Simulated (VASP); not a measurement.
# SnO in VASP: notebook

The runs below take SnO through single point, with PBE+D3(BJ).

Program: VASP 6.6.1. These are calculated values, not measurements. Logs are shortened: lines on timing, memory, paths and dates and some standing lists are left out, and cuts for length are marked.

## Step 1: The cell of the first run

The cell holds a slab with vacuum, 8 atoms: a = 3.820 Å, b = 3.820 Å, c = 22.226 Å, α = 90.00°, β = 90.00°, γ = 90.00°.

## Step 2: Single point, PBE+D3(BJ) (layers slid over each other)

File INCAR:

```
ALGO = Normal
DIPOL = 0.5 0.5 0.408
EDIFF = 1E-6
ENCUT = 520
GGA = PE
IDIPOL = 3
ISIF = 2
ISMEAR = 0
IVDW = 12
LASPH = T
LCHARG = F
LDIPOL = T
LREAL = F
LWAVE = F
NBANDS = 50
NELM = 100
PREC = Accurate
SIGMA = 0.05
```

File KPOINTS:

```
k-points
0
Gamma
  7 7 1
```

File POSCAR:

```
SnO
1.0
    3.8201636883      0.0000000000      0.0000000000
    0.0000000000      3.8201636883      0.0000000000
    0.0000000000      0.0000000000     22.2260802162
Sn O
4 4
Direct
    0.7500000000      0.2500000000      0.2024648501
    0.2500000000      0.7500000000      0.3087831971
    0.3750000000      1.0000000000      0.5067488283
    0.8750000000      0.5000000000      0.6130671753
    0.2500000000      0.2500000000      0.2556240236
    0.7500000000      0.7500000000      0.2556240236
    0.8750000000      1.0000000000      0.5599080018
    0.3750000000      0.5000000000      0.5599080018
```

Potentials or basis: VASP PAW PBE potentials, release 64 (Sn_d, O).

Run with:

```
$ cat potpaw_PBE.64/Sn_d/POTCAR potpaw_PBE.64/O/POTCAR > POTCAR
$ mpirun -np 1 vasp_std > vasp.out
```

OUTCAR:

```text
EDIFF = 1E-6
   ENCUT = 520
   GGA = PE
   ISIF = 2
   ISMEAR = 0
   IVDW = 12
   LASPH = T
   LREAL = F
   NELM = 100
   PREC = Accurate
 IVDW          = 12

 ion  position               nearest neighbor table
   1  0.750  0.250  0.202-   5 2.25   6 2.25   6 2.25   5 2.25   2 3.59   2 3.59   2 3.59   2 3.59

   2  0.250  0.750  0.309-   5 2.25   6 2.25   5 2.25   6 2.25   1 3.59   1 3.59   1 3.59   1 3.59

   3  0.375  0.000  0.507-   7 2.25   8 2.25   8 2.25   7 2.25   4 3.59   4 3.59   4 3.59   4 3.59

   4  0.875  0.500  0.613-   7 2.25   8 2.25   7 2.25   8 2.25   3 3.59   3 3.59   3 3.59   3 3.59

   5  0.250  0.250  0.256-   1 2.25   2 2.25   2 2.25   1 2.25
   6  0.750  0.750  0.256-   1 2.25   2 2.25   1 2.25   2 2.25
   7  0.875  0.000  0.560-   3 2.25   3 2.25   4 2.25   4 2.25
   8  0.375  0.500  0.560-   3 2.25   3 2.25   4 2.25   4 2.25

  LATTYP: Found a simple tetragonal cell.
 ALAT       =     3.8201636883
 C/A-ratio  =     5.8180962989

  Lattice vectors:

 A1 = (   3.8201636883,   0.0000000000,   0.0000000000)
 A2 = (   0.0000000000,   3.8201636883,   0.0000000000)
 A3 = (   0.0000000000,   0.0000000000,  22.2260802162)

Analysis of symmetry for initial positions (statically):
=====================================================================
 Subroutine PRICEL returns:
 Original cell was already a primitive cell.

 Routine SETGRP: Setting up the symmetry group for a
 simple tetragonal supercell.

 Subroutine GETGRP returns: Found  2 space group operations
 (whereof  1 operations were pure point group operations)
 out of a pool of 16 trial point group operations.

The static configuration has the point symmetry C_1 .
 The point group associated with its full space group is S_2 .

Analysis of symmetry for dynamics (positions and initial velocities):
=====================================================================
 Subroutine PRICEL returns:
 Original cell was already a primitive cell.

 Routine SETGRP: Setting up the symmetry group for a
 simple tetragonal supercell.

 Subroutine GETGRP returns: Found  2 space group operations
 (whereof  1 operations were pure point group operations)
 out of a pool of 16 trial point group operations.

The dynamic configuration has the point symmetry C_1 .
 The point group associated with its full space group is S_2 .

 Subroutine INISYM returns: Found  2 space group operations
 (whereof  1 operations are pure point group operations),
 and found     1 'primitive' translations

----------------------------------------------------------------------------------------

                                     Primitive cell

  volume of cell :     324.3596

  direct lattice vectors                    reciprocal lattice vectors
     3.820163688  0.000000000  0.000000000     0.261768888  0.000000000  0.000000000
     0.000000000  3.820163688  0.000000000     0.000000000  0.261768888  0.000000000
     0.000000000  0.000000000 22.226080216     0.000000000  0.000000000  0.044992189

  length of vectors
     3.820163688  3.820163688 22.226080216     0.261768888  0.261768888  0.044992189

  position of ions in fractional coordinates (direct lattice)
     0.750000000  0.250000000  0.202464850
     0.250000000  0.750000000  0.308783197
     0.375000000  0.000000000  0.506748828
     0.875000000  0.500000000  0.613067175
     0.250000000  0.250000000  0.255624024
     0.750000000  0.750000000  0.255624024
     0.875000000  0.000000000  0.559908002
     0.375000000  0.500000000  0.559908002

  ion indices of the primitive-cell ions
   primitive index   ion index
                 1           1
                 2           2
                 3           3
                 4           4
                 5           5
                 6           6
                 7           7
                 8           8

----------------------------------------------------------------------------------------

 KPOINTS: k-points

Automatic generation of k-mesh.
 Grid dimensions read from file:
 generate k-points for:    7    7    1

 Generating k-lattice:

  Cartesian coordinates                     Fractional coordinates (reciprocal lattice)
     0.037395555  0.000000000  0.000000000     0.142857143  0.000000000  0.000000000
     0.000000000  0.037395555  0.000000000     0.000000000  0.142857143  0.000000000
     0.000000000  0.000000000  0.044992189     0.000000000  0.000000000  1.000000000

  Length of vectors
     0.037395555  0.037395555  0.044992189

  Shift w.r.t. Gamma in fractional coordinates (k-lattice)
     0.000000000  0.000000000  0.000000000

 Subroutine IBZKPT returns following result:
 ===========================================

 Found     25 irreducible k-points:

 Following reciprocal coordinates:
            Coordinates               Weight
  0.000000  0.000000  0.000000      1.000000
  0.142857  0.000000  0.000000      2.000000
  0.000000  0.142857  0.000000      2.000000
  0.285714  0.000000  0.000000      2.000000
  0.000000  0.285714  0.000000      2.000000
  0.428571  0.000000  0.000000      2.000000
[... 16 lines left out ...]
  0.285714  0.428571  0.000000      2.000000
  0.428571  0.428571  0.000000      2.000000
   k-points           NKPTS =     25   k-points in BZ     NKDIM =     25   number of bands    NBANDS=     50
   number of dos      NEDOS =    301   number of ions     NIONS =      8
   total plane-waves  NPLWV = 131712
   dimension x,y,z NGX =    28 NGY =   28 NGZ =  168
   dimension x,y,z NGXF=    56 NGYF=   56 NGZF=  336
   ions per type =               4   4
   NGX,Y,Z   is equivalent  to a cutoff of  12.19, 12.19, 12.57 a.u.
   NGXF,Y,Z  is equivalent  to a cutoff of  24.37, 24.37, 25.13 a.u.
 SYSTEM =  unknown system
   PREC   = accura    normal or accurate (medium, high low for compatibility)
   ISTART =      0    job   : 0-new  1-cont  2-samecut
   ICHARG =      2    charge: 1-file 2-atom 10-const
   ISPIN  =      1    spin polarized calculation?
   LNONCOLLINEAR =      F non collinear calculations
   LSORBIT =      F    spin-orbit coupling
   LASPH  =      T    aspherical Exc in radial PAW
   ENCUT  =  520.0 eV  38.22 Ry    6.18 a.u.   7.10  7.10 41.33*2*pi/ulx,y,z
   NELM   =    100;   NELMIN=  2; NELMDL= -5     # of ELM steps
   EDIFF  = 0.1E-05   stopping-criterion for ELM
   LREAL  =      F    real-space projection
   EDIFFG = 0.1E-04   stopping-criterion for IOM
   NSW    =      0    number of steps for IOM
   IBRION =     -1    ionic relax: 0-MD 1-quasi-New 2-CG
   NFREE  =      0    steps in history (QN), initial steepest desc. (CG)
   ISIF   =      2    stress and relaxation
   ISYM   =      2    0-nonsym 1-usesym 2-fastsym
   POTIM  = 0.5000    time-step for ionic-motion
   TEBEG  =    0.0;   TEEND  =   0.0 temperature during run
   PSTRESS=    0.0 pullay stress
   NELECT =      80.0000    total number of electrons
   NUPDOWN=      -1.0000    fix difference up-down
   EMIN   =  10.00;   EMAX   =-10.00  energy-range for DOS
   EFERMI =   0.00;   METHOD = LEGACY
   ISMEAR =     0;   SIGMA  =   0.05  broadening in eV -4-tet -1-fermi 0-gaus
   EFERMI_NEDOS =   21; number of points for ismear=-14 and -15
   IALGO  =     38    algorithm
   IMIX   =      4    mixing-type and parameters
     AMIX     =   0.40;   BMIX     =  1.00
     AMIX_MAG =   1.60;   BMIX_MAG =  1.00
  volume/ion in A,a.u.               =      40.54       273.61
  Fermi-wavevector in a.u.,A,eV,Ry     =   1.026666  1.940118 14.341129  1.054043
  Thomas-Fermi vector in A             =   2.160571
   LORBIT       =      0    0 simple, 1 ext, 2 COOP (PROOUT), +10 PAW based schemes
   GGA     = PE    functional components
   LHFCALC =     F    Hartree Fock is set to
   AEXX    =    0.0000 exact exchange contribution
   IVDW    =    12    specifies the selected vdW correction
   LEPSILON=     F    determine dielectric tensor
   LRPA    =     F    only Hartree local field effects (RPA)
 non-spin polarized calculation
 Gauss-broadening in eV      SIGMA  =   0.05
  energy-cutoff  :      520.00
  volume of cell :      324.36
 maximum number of plane-waves:      8769
   NGX = 15   NGY = 15   NGZ = 83

 dipolmoment           0.000000      0.000000      0.000004 electrons x Angstroem

 number of electron      79.9999970 magnetization

 dipolmoment           0.000000      0.000000     -0.000000 electrons x Angstroem

 Free energy of the ion-electron system (eV)
  ---------------------------------------------------
  ext. energy  EPLUGINS =         0.00000000
  ---------------------------------------------------
  free energy    TOTEN  =       -45.16029636 eV

  energy without entropy =      -45.16029636  energy(sigma->0) =      -45.16029636

 E-fermi :   0.0349     XC(G=0):  -5.3391

 val. band max:       -0.2438168141   @ k =  -0.1429   0.1429   0.0000
 cond. band min:       2.3300842268   @ k =   0.0000   0.0000   0.0000
 fundamental gap:      2.5739010409
 Fermi energy:         0.0349166830

 k-point     1 :       0.0000    0.0000    0.0000
  band No.  band energies     occupation
      1     -21.0499      2.00000
      2     -21.0499      2.00000
      3     -20.6892      2.00000
      4     -20.6892      2.00000
      5     -20.6516      2.00000
      6     -20.6514      2.00000
[... 42 lines left out ...]
     49       5.1953      0.00000
     50       5.2144      0.00000

 k-point     2 :       0.1429    0.0000    0.0000
  band No.  band energies     occupation
      1     -21.0409      2.00000
      2     -21.0409      2.00000
      3     -20.6899      2.00000
      4     -20.6898      2.00000
      5     -20.6532      2.00000
      6     -20.6531      2.00000
[... 1158 lines left out ...]
 k-point    24 :       0.4286    0.4286    0.0000
  band No.  band energies     occupation
      1     -20.9909      2.00000
      2     -20.9906      2.00000
      3     -20.9768      2.00000
      4     -20.9767      2.00000
      5     -20.6562      2.00000
      6     -20.6561      2.00000
[... 42 lines left out ...]
     49       6.0381      0.00000
     50       6.2758      0.00000

 [... further k-points ...]

------------------------ aborting loop because EDIFF is reached ----------------------------------------

 vacuum level on the upper side and lower side of the slab       (xc-potential included)        -0.160        -0.159

 Edisp (eV)   -1.22185

 E8    (eV) :    -0.5400

  FORCE on cell =-STRESS in cart. coord.  units (eV):
  Direction    XX          YY          ZZ          XY          YZ          ZX
  --------------------------------------------------------------------------------------
  -------------------------------------------------------------------------------------
  Total       0.18074     0.19956     0.03989     0.01159     0.15257     0.08922
  in kB       0.89276     0.98571     0.19704     0.05727     0.75363     0.44070
  external pressure =        0.69 kB  Pullay stress =        0.00 kB

 VOLUME and BASIS-vectors are now :
 -----------------------------------------------------------------------------
  energy-cutoff  :      520.00
  volume of cell :      324.36
      direct lattice vectors                 reciprocal lattice vectors
     3.820163688  0.000000000  0.000000000     0.261768888  0.000000000  0.000000000
     0.000000000  3.820163688  0.000000000     0.000000000  0.261768888  0.000000000
     0.000000000  0.000000000 22.226080216     0.000000000  0.000000000  0.044992189

 POSITION                                       TOTAL-FORCE (eV/Angst)
 -----------------------------------------------------------------------------------
      2.86512      0.95504      4.50000        -0.001671     -0.002862     -0.084857
      0.95504      2.86512      6.86304        -0.007755     -0.014811      0.120630
      1.43256      0.00000     11.26304         0.007755      0.014811     -0.120630
      3.34264      1.91008     13.62608         0.001671      0.002862      0.084857
      0.95504      0.95504      5.68152         0.003414     -0.014720      0.003443
      2.86512      2.86512      5.68152        -0.009226      0.005665      0.003536
      3.34264      0.00000     12.44456         0.009226     -0.005665     -0.003536
      1.43256      1.91008     12.44456        -0.003414      0.014720     -0.003443
 -----------------------------------------------------------------------------------
    total drift:                               -0.000000     -0.000000     -0.000002

  FREE ENERGIE OF THE ION-ELECTRON SYSTEM (eV)
  ---------------------------------------------------
  free  energy   TOTEN  =       -46.3821419907 eV

  energy  without entropy=      -46.3821419907  energy(sigma->0) =      -46.38214199

 vacuum level on the upper side and lower side of the slab         4.797         4.797
```

Wall time 4.7 min (1 thread of Intel Xeon 6975P-C (Granite Rapids), shared host); peak memory 0.52 GiB.

What came out:

| Property | Result |
| --- | --- |
| Free energy | -46.3821 eV |
| Largest force | 0.122 eV/Å |
| Band gap on the k mesh | 2.57 eV (least direct gap 2.60 eV) |
| Dispersion energy per atom | -0.153 eV |

Forces in eV/Å, atoms in the order of the input:
```
Sn  -0.002 -0.003 -0.085
Sn  -0.008 -0.015  0.121
Sn   0.008  0.015 -0.121
Sn   0.002  0.003  0.085
O    0.003 -0.015  0.003
O   -0.009  0.006  0.004
O    0.009 -0.006 -0.004
O   -0.003  0.015 -0.003
```

Caveat: the cell differs from its parent crystal (layers slid over each other); spin-orbit coupling is left out, which moves the levels of the heavy elements.

## Step 3: Single point, PBE+D3(BJ) (layers slid over each other)

File INCAR:

```
PREC = Accurate
ENCUT = 520
EDIFF = 1E-6
ISMEAR = 0
SIGMA = 0.05
LREAL = False
LASPH = True
NELM = 100
ALGO = Normal
ISIF = 2
LWAVE = False
LCHARG = False
LDIPOL = True
IDIPOL = 3
DIPOL = 0.5 0.5 0.408
GGA = PE
IVDW = 12
NBANDS = 50
```

File KPOINTS:

```
Automatic mesh
0
Gamma
  7 7 1
```

File POSCAR:

```
SnO
1.0
    3.8201636883      0.0000000000      0.0000000000
    0.0000000000      3.8201636883      0.0000000000
    0.0000000000      0.0000000000     22.2260802162
Sn O
4 4
Direct
    0.7500000000      0.2500000000      0.2024648501
    0.2500000000      0.7500000000      0.3087831971
    0.5000000000      1.1250000000      0.5067488283
    1.0000000000      0.6250000000      0.6130671753
    0.2500000000      0.2500000000      0.2556240236
    0.7500000000      0.7500000000      0.2556240236
    1.0000000000      1.1250000000      0.5599080018
    0.5000000000      0.6250000000      0.5599080018
```

Potentials or basis: VASP PAW PBE potentials, release 64 (Sn_d, O).

Run with:

```
$ cat potpaw_PBE.64/Sn_d/POTCAR potpaw_PBE.64/O/POTCAR > POTCAR
$ mpirun -np 1 vasp_std > vasp.out
```

It took 4.4 min on 1 thread of Intel Xeon 6975P-C (Granite Rapids), shared host; peak memory 0.53 GiB.

The run converged. Its results:

* Free energy: -46.4003 eV
* Largest force: 0.158 eV/Å
* Band gap on the k mesh: 2.59 eV (least direct gap 2.62 eV)
* Dispersion energy per atom: -0.153 eV

Forces in eV/Å, atoms in the order of the input:
```
Sn  -0.002 -0.002 -0.083
Sn  -0.007 -0.007  0.157
Sn   0.007  0.007 -0.157
Sn   0.002  0.002  0.083
O    0.004 -0.009  0.007
O   -0.011  0.003  0.007
O    0.011 -0.003 -0.007
O   -0.004  0.009 -0.007
```

Levels at points of the mesh, in eV from the valence-band top:
| k point | band 36 | band 37 | band 38 | band 39 | band 40 | band 41 | band 42 | band 43 | band 44 | band 45 |
| --- | --- | --- | --- | --- | --- | --- | --- | --- | --- | --- |
| (0.00, 0.00, 0.00) | -1.88 | -1.88 | -1.88 | -0.49 | -0.02 | 2.59 | 2.93 | 2.93 | 3.73 | 4.94 |

Caveat: the cell differs from its parent crystal (layers slid over each other); spin-orbit coupling is left out, which moves the levels of the heavy elements.
